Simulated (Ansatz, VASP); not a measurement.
**Sc in VASP and in Ansatz**

```
CELL_PARAMETERS angstrom
0.00000 2.27050 2.27050
2.40673 0.00000 2.27050
2.40673 2.27050 0.00000
ATOMIC_POSITIONS crystal
Sc 0.00000 0.00000 0.00000
```

Change from the starting cell: strain +0.0600 x Voigt [1, 0, 0, 0, 0, 0], atoms carried along.

Alike in both runs: task single point; functional r2SCAN; k mesh 18 × 18 × 18; occupations gaussian, width 0.15 eV; no spin polarisation.

```csv
,VASP,Ansatz
version,VASP 6.6.1,Ansatz 0.2.0
potentials or method,"VASP PAW PBE potentials, release 64 (Sc_sv), cutoff 520 eV","scalar-relativistic, plane waves, PAW"
valence electrons in the cell,11,11
```

```tsv
	VASP	Ansatz	Ansatz less VASP
gap on the k mesh at the Fermi level (eV)	none	none	-
pressure (GPa)	0.8	0.6	-0.19
traceless stress, the component that is largest in VASP (GPa)	-0.66	-0.66	-0.001
```

VASP's potentials were made for PBE, not for r2SCAN. A gap of «none» marks a metal or a gap that the smearing closes. With one functional, cell and mesh, what is left measures potentials, basis and numerics.
